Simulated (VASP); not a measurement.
# GaSi (P6_3mc) in VASP: single point with r2SCAN

Aim: the single point of GaSi with r2SCAN.

Everything below comes from runs of VASP 6.6.1. Logs are shortened: lines on timing, memory, paths and dates and some standing lists are left out, and cuts for length are marked.

## 1. The cell of the first run

It takes space group P6_3mc (No. 186, hexagonal). The conventional cell has a = 3.479 Å, b = 3.479 Å, c = 5.709 Å, α = 90.00°, β = 90.00°, γ = 120.00°. Si (site symmetry 3m) has 4 Ga at 2.13 to 2.14 Å within 2.8 Å. Within 2.8 Å of Ga (site symmetry 3m) lie 4 Si at 2.13 to 2.14 Å.

## 2. Single point, r2SCAN

The input, POSCAR:

```
GaSi
1.0
    1.7394220000      3.0127620000      0.0000000000
   -1.7394220000      3.0127620000      0.0000000000
    0.0000000000      0.0000000000      5.7091030000
Si Ga
2 2
Direct
    0.6666700000      0.6666600000      0.0000000000
    0.3333400000      0.3333300000      0.5000000000
    0.6666700000      0.6666600000      0.3750000000
    0.3333400000      0.3333300000      0.8750000000
```

The input, INCAR.step1:

```
  ALGO = Normal
  EDIFF = 1E-4
  ENCUT = 520
  GGA = PE
  ISMEAR = -1
  LASPH = True
  LCHARG = False
  LREAL = False
  LWAVE = True
  NBANDS = 25
  NELM = 80
  PREC = Accurate
  SIGMA = 0.1
```

The input, INCAR.step2:

```
  ALGO = Normal
  EDIFF = 1E-6
  ENCUT = 520
  ISIF = 2
  ISMEAR = -1
  ISTART = 1
  LASPH = True
  LCHARG = True
  LELF = True
  LMIXTAU = True
  LREAL = False
  LVHAR = True
  LWAVE = False
  METAGGA = R2SCAN
  NBANDS = 25
  NELM = 80
  PREC = Accurate
  SIGMA = 0.1
```

The input, KPOINTS:

```
k-points
0
Gamma
  11 11 6
```

Potentials or basis: VASP PAW PBE potentials, release 64 (Si, Ga_d).

The run is started by

```console
$ cat potpaw_PBE.64/Si/POTCAR potpaw_PBE.64/Ga_d/POTCAR > POTCAR
$ cp INCAR.step1 INCAR
$ mpirun -np 1 vasp_std > vasp.out
$ cp INCAR.step2 INCAR
$ mpirun -np 1 vasp_std > vasp.out
```

OUTCAR:

```text
EDIFF = 1E-6
   ENCUT = 520
   ISIF = 2
   ISMEAR = -1
   ISTART = 1
   LASPH = True
   LREAL = False
   METAGGA = R2SCAN
   NELM = 80
   PREC = Accurate

 ion  position               nearest neighbor table
   1  0.667  0.667  0.000-   4 2.13   4 2.13   4 2.13   3 2.14
   2  0.333  0.333  0.500-   3 2.13   3 2.13   3 2.13   4 2.14
   3  0.667  0.667  0.375-   2 2.13   2 2.13   2 2.13   1 2.14
   4  0.333  0.333  0.875-   1 2.13   1 2.13   1 2.13   2 2.14

  LATTYP: Found a hexagonal cell.
 ALAT       =     3.4788394276
 C/A-ratio  =     1.6410941404

  Lattice vectors:

 A1 = (   1.7394220000,  -3.0127620000,   0.0000000000)
 A2 = (   1.7394220000,   3.0127620000,   0.0000000000)
 A3 = (   0.0000000000,   0.0000000000,   5.7091030000)

Analysis of symmetry for initial positions (statically):
=====================================================================
 Subroutine PRICEL returns:
 Original cell was already a primitive cell.

 Routine SETGRP: Setting up the symmetry group for a
 hexagonal supercell.

 Subroutine GETGRP returns: Found  4 space group operations
 (whereof  1 operations were pure point group operations)
 out of a pool of 24 trial point group operations.

The static configuration has the point symmetry C_1 .
 The point group associated with its full space group is C_2v.

Analysis of symmetry for dynamics (positions and initial velocities):
=====================================================================
 Subroutine PRICEL returns:
 Original cell was already a primitive cell.

 Routine SETGRP: Setting up the symmetry group for a
 hexagonal supercell.

 Subroutine GETGRP returns: Found  4 space group operations
 (whereof  1 operations were pure point group operations)
 out of a pool of 24 trial point group operations.

The dynamic configuration has the point symmetry C_1 .
 The point group associated with its full space group is C_2v.

 Subroutine INISYM returns: Found  4 space group operations
 (whereof  1 operations are pure point group operations),
 and found     1 'primitive' translations

----------------------------------------------------------------------------------------

                                     Primitive cell

  volume of cell :      59.8367

  direct lattice vectors                    reciprocal lattice vectors
     1.739422000  3.012762000  0.000000000     0.287451809  0.165960670  0.000000000
    -1.739422000  3.012762000  0.000000000    -0.287451809  0.165960670  0.000000000
     0.000000000  0.000000000  5.709103000     0.000000000  0.000000000  0.175158865

  length of vectors
     3.478839428  3.478839428  5.709103000     0.331920904  0.331920904  0.175158865

  position of ions in fractional coordinates (direct lattice)
     0.666670000  0.666660000  0.000000000
     0.333340000  0.333330000  0.500000000
     0.666670000  0.666660000  0.375000000
     0.333340000  0.333330000  0.875000000

  ion indices of the primitive-cell ions
   primitive index   ion index
                 1           1
                 2           2
                 3           3
                 4           4

----------------------------------------------------------------------------------------

 KPOINTS: k-points

Automatic generation of k-mesh.
 Grid dimensions read from file:
 generate k-points for:   11   11    6

 Generating k-lattice:

  Cartesian coordinates                     Fractional coordinates (reciprocal lattice)
     0.026131983  0.015087334  0.000000000     0.090909091  0.000000000  0.000000000
    -0.026131983  0.015087334  0.000000000     0.000000000  0.090909091  0.000000000
     0.000000000  0.000000000  0.029193144     0.000000000  0.000000000  0.166666667

  Length of vectors
     0.030174628  0.030174628  0.029193144

  Shift w.r.t. Gamma in fractional coordinates (k-lattice)
     0.000000000  0.000000000  0.000000000

 Subroutine IBZKPT returns following result:
 ===========================================

 Found    144 irreducible k-points:

 Following reciprocal coordinates:
            Coordinates               Weight
  0.000000  0.000000  0.000000      1.000000
  0.090909  0.000000  0.000000      4.000000
  0.090909  0.090909  0.000000      2.000000
  0.181818  0.000000  0.000000      4.000000
  0.181818  0.181818  0.000000      2.000000
  0.272727 -0.000000  0.000000      4.000000
[... 16 lines left out ...]
 -0.454545  0.090909  0.000000      4.000000
  0.454545 -0.454545  0.000000      2.000000
 [... further k-points ...]
   k-points           NKPTS =    144   k-points in BZ     NKDIM =    144   number of bands    NBANDS=     25
   number of dos      NEDOS =    301   number of ions     NIONS =      4
   total plane-waves  NPLWV =  32928
   dimension x,y,z NGX =    28 NGY =   28 NGZ =   42
   dimension x,y,z NGXF=    56 NGYF=   56 NGZF=   84
   ions per type =               2   2
   NGX,Y,Z   is equivalent  to a cutoff of  13.38, 13.38, 12.23 a.u.
   NGXF,Y,Z  is equivalent  to a cutoff of  26.76, 26.76, 24.46 a.u.
 SYSTEM =  unknown system
   PREC   = accura    normal or accurate (medium, high low for compatibility)
   ISTART =      1    job   : 0-new  1-cont  2-samecut
   ICHARG =      0    charge: 1-file 2-atom 10-const
   ISPIN  =      1    spin polarized calculation?
   LNONCOLLINEAR =      F non collinear calculations
   LSORBIT =      F    spin-orbit coupling
   LASPH  =      T    aspherical Exc in radial PAW
   ENCUT  =  520.0 eV  38.22 Ry    6.18 a.u.   6.47  6.47 10.62*2*pi/ulx,y,z
   NELM   =     80;   NELMIN=  2; NELMDL=  0     # of ELM steps
   EDIFF  = 0.1E-05   stopping-criterion for ELM
   LREAL  =      F    real-space projection
   EDIFFG = 0.1E-04   stopping-criterion for IOM
   NSW    =      0    number of steps for IOM
   IBRION =     -1    ionic relax: 0-MD 1-quasi-New 2-CG
   NFREE  =      0    steps in history (QN), initial steepest desc. (CG)
   ISIF   =      2    stress and relaxation
   ISYM   =      2    0-nonsym 1-usesym 2-fastsym
   POTIM  = 0.5000    time-step for ionic-motion
   TEBEG  =    0.0;   TEEND  =   0.0 temperature during run
   PSTRESS=    0.0 pullay stress
   NELECT =      34.0000    total number of electrons
   NUPDOWN=      -1.0000    fix difference up-down
   EMIN   =  10.00;   EMAX   =-10.00  energy-range for DOS
   EFERMI =   0.00;   METHOD = LEGACY
   ISMEAR =    -1;   SIGMA  =   0.10  broadening in eV -4-tet -1-fermi 0-gaus
   EFERMI_NEDOS =   21; number of points for ismear=-14 and -15
   IALGO  =     38    algorithm
   IMIX   =      4    mixing-type and parameters
     AMIX     =   0.40;   BMIX     =  1.00
     AMIX_MAG =   1.60;   BMIX_MAG =  1.00
  volume/ion in A,a.u.               =      14.96       100.95
  Fermi-wavevector in a.u.,A,eV,Ry     =   1.355955  2.562383 25.015859  1.838614
  Thomas-Fermi vector in A             =   2.482999
   LORBIT       =      0    0 simple, 1 ext, 2 COOP (PROOUT), +10 PAW based schemes
   METAGGA = R2SCAN    functional components
   LHFCALC =     F    Hartree Fock is set to
   AEXX    =    0.0000 exact exchange contribution
   IVDW    =     0    specifies the selected vdW correction
   LEPSILON=     F    determine dielectric tensor
   LRPA    =     F    only Hartree local field effects (RPA)
 non-spin polarized calculation
  energy-cutoff  :      520.00
  volume of cell :       59.84
 maximum number of plane-waves:      1641
 NGX is ok and might be reduce to    28
   NGX = 13   NGY = 13   NGZ = 21

 number of electron      33.9999983 magnetization

 Free energy of the ion-electron system (eV)
  ---------------------------------------------------
  ext. energy  EPLUGINS =         0.00000000
  ---------------------------------------------------
  free energy    TOTEN  =       -35.39872219 eV

  energy without entropy =      -35.33465219  energy(sigma->0) =      -35.36668719

 E-fermi :   7.4491     XC(G=0): -12.0853

 val. band max:        7.4380483657   @ k =   0.0909   0.0000   0.3333
 cond. band min:       7.4602255618   @ k =  -0.1818   0.1818   0.0000
 fundamental gap:      0.0221771961
 Fermi energy:         7.4491473946

 k-point     1 :       0.0000    0.0000    0.0000
  band No.  band energies     occupation
      1      -8.0193      2.00000
      2      -7.9221      2.00000
      3      -7.9197      2.00000
      4      -7.9197      2.00000
      5      -7.8952      2.00000
      6      -7.8952      2.00000
[... 17 lines left out ...]
     24      15.0727      0.00000
     25      16.7616      0.00000

 k-point     2 :       0.0909    0.0000    0.0000
  band No.  band energies     occupation
      1      -8.0194      2.00000
      2      -7.9311      2.00000
      3      -7.9147      2.00000
      4      -7.9132      2.00000
      5      -7.8891      2.00000
      6      -7.8873      2.00000
[... 17 lines left out ...]
     24      15.6548      0.00000
     25      15.8736      0.00000

 k-point     3 :       0.0909    0.0909    0.0000
  band No.  band energies     occupation
      1      -8.0194      2.00000
      2      -7.9312      2.00000
      3      -7.9148      2.00000
      4      -7.9131      2.00000
      5      -7.8891      2.00000
      6      -7.8873      2.00000
[... 17 lines left out ...]
     24      15.6547      0.00000
     25      15.8736      0.00000

 k-point     4 :       0.1818    0.0000    0.0000
  band No.  band energies     occupation
      1      -8.0240      2.00000
      2      -7.9548      2.00000
      3      -7.9021      2.00000
      4      -7.8973      2.00000
      5      -7.8685      2.00000
      6      -7.8663      2.00000
[... 17 lines left out ...]
     24      15.5745      0.00000
     25      16.3075      0.00000

 k-point     5 :       0.1818    0.1818    0.0000
  band No.  band energies     occupation
      1      -8.0240      2.00000
      2      -7.9548      2.00000
      3      -7.9021      2.00000
      4      -7.8973      2.00000
      5      -7.8685      2.00000
      6      -7.8663      2.00000
[... 17 lines left out ...]
     24      15.5745      0.00000
     25      16.3075      0.00000

 k-point     6 :       0.2727   -0.0000    0.0000
  band No.  band energies     occupation
      1      -8.0359      2.00000
      2      -7.9827      2.00000
      3      -7.8870      2.00000
      4      -7.8815      2.00000
      5      -7.8400      2.00000
      6      -7.8385      2.00000
[... 17 lines left out ...]
     24      17.2784      0.00000
     25      17.4581      0.00000
[... 393 lines left out ...]
 k-point    21 :       0.3636    0.4545    0.0000
  band No.  band energies     occupation
      1      -8.0493      2.00000
      2      -8.0127      2.00000
      3      -7.8775      2.00000
      4      -7.8643      2.00000
      5      -7.8137      2.00000
      6      -7.8049      2.00000
[... 17 lines left out ...]
     24      17.8368      0.00000
     25      18.4599      0.00000

 k-point    22 :      -0.0909    0.3636    0.0000
  band No.  band energies     occupation
      1      -8.0493      2.00000
      2      -8.0127      2.00000
      3      -7.8775      2.00000
      4      -7.8643      2.00000
      5      -7.8138      2.00000
      6      -7.8049      2.00000
[... 17 lines left out ...]
     24      17.8369      0.00000
     25      18.4599      0.00000

 k-point    23 :      -0.4545    0.0909    0.0000
  band No.  band energies     occupation
      1      -8.0533      2.00000
      2      -8.0191      2.00000
      3      -7.8766      2.00000
      4      -7.8614      2.00000
      5      -7.8080      2.00000
      6      -7.7973      2.00000
[... 17 lines left out ...]
     24      17.7381      0.00000
     25      18.6988      0.00000

 k-point    24 :       0.4545   -0.4545    0.0000
  band No.  band energies     occupation
      1      -8.0533      2.00000
      2      -8.0191      2.00000
      3      -7.8765      2.00000
      4      -7.8614      2.00000
      5      -7.8079      2.00000
      6      -7.7973      2.00000
[... 17 lines left out ...]
     24      17.7380      0.00000
     25      18.6987      0.00000

 [... further k-points ...]

------------------------ aborting loop because EDIFF is reached ----------------------------------------

  FORCE on cell =-STRESS in cart. coord.  units (eV):
  Direction    XX          YY          ZZ          XY          YZ          ZX
  --------------------------------------------------------------------------------------
  -------------------------------------------------------------------------------------
  Total       21.3304384     21.3322129     22.0251476      0.0000000      0.0000000      0.0000000
  in kB      571.1401684    571.1876831    589.7415849      0.0000000      0.0000000      0.0000000
  external PRESSURE =     577.3564788 kB  Pullay stress =       0.0000000 kB

 VOLUME and BASIS-vectors are now :
 -----------------------------------------------------------------------------
  energy-cutoff  :      520.00
  volume of cell :       59.84
      direct lattice vectors                 reciprocal lattice vectors
     1.739422000  3.012762000  0.000000000     0.287451809  0.165960670  0.000000000
    -1.739422000  3.012762000  0.000000000    -0.287451809  0.165960670  0.000000000
     0.000000000  0.000000000  5.709103000     0.000000000  0.000000000  0.175158865

 POSITION                                       TOTAL-FORCE (eV/Angst)
 -----------------------------------------------------------------------------------
      0.00002      4.01701      0.00000         0.000000      0.000375      0.360281
      0.00002      2.00852      2.85455         0.000000     -0.000375      0.360281
      0.00002      4.01701      2.14091         0.000000      0.000370     -0.360281
      0.00002      2.00852      4.99547         0.000000     -0.000370     -0.360281
 -----------------------------------------------------------------------------------
    total drift:                                0.000000      0.000001      0.000274

  FREE ENERGIE OF THE ION-ELECTRON SYSTEM (eV)
  ---------------------------------------------------
  free  energy   TOTEN  =       -35.3987221889 eV

  energy  without entropy=      -35.3346521893  energy(sigma->0) =      -35.36668719
```

Run time: 7.3 min. Hardware: 1 thread of Intel Xeon Platinum 8488C (Sapphire Rapids), shared host; peak memory 0.31 GiB.

Results:

```
Free energy            : -35.3987 eV
Pressure               : 57.7 GPa
Largest force          : 0.360 eV/Å
Band gap on the k mesh : zero (bands 17 and 18 overlap by 5.55 eV)
```

Forces in eV/Å, atoms in the order of the input:
```
Si   0.000  0.000  0.360
Si   0.000  0.000  0.360
Ga   0.000  0.000 -0.360
Ga   0.000  0.000 -0.360
```

Levels at points of the mesh, in eV from the Fermi level:
| k point | band 14 | band 15 | band 16 | band 17 | band 18 | band 19 | band 20 | band 21 |
| --- | --- | --- | --- | --- | --- | --- | --- | --- |
| (0.00, 0.00, 0.00) | 0.58 | 0.58 | 2.79 | 3.27 | 3.27 | 4.56 | 4.56 | 4.96 |
| (0.00, 0.00, 0.50) | -2.81 | 1.56 | 1.56 | 1.56 | 1.56 | 5.63 | 5.63 | 5.89 |

Caveat: the cell stands under pressure; the PAW data sets were made with another functional, which shifts forces and pressure a little.
